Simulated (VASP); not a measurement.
A run of VASP 6.6.1 is set up as follows.

File INCAR:

```
PREC = Accurate ; ENCUT = 520
EDIFF = 1E-6 ; ISMEAR = 0
SIGMA = 0.15 ; LREAL = F
LASPH = T ; NELM = 80
ALGO = Normal ; ISIF = 2
LWAVE = F ; LCHARG = T
GGA = PE ; IVDW = 12
LELF = T ; LVHAR = T
NBANDS = 11
```

The input KPOINTS:

```
Automatic mesh
0
Gamma
  30 30 18
```

Contents of POSCAR:

```
C
1.0
    2.4249773414      0.0000000000      0.0000000000
   -1.2124886707      2.1000919813      0.0000000000
    0.0000000000      0.0000000000      3.6853709971
C
2
Direct
    0.3333333333      0.6666666667      0.0000000000
    0.6666666667      0.3333333333      0.0000000000
```

Potentials or basis: VASP PAW PBE potentials, release 64 (C).

Launch:

```sh
$ cat potpaw_PBE.64/C/POTCAR > POTCAR
$ mpirun -np 1 vasp_std > vasp.out
```

(1) What does it give for the band gap on the k mesh?

(2) What does it give for the pressure?

(3) Estimate the dispersion energy per atom.

Results:

(1) zero (bands 4 and 5 overlap by 0.73 eV).

(2) 14.2 GPa.

(3) -0.139 eV.

Caveat: the cell stands under pressure.
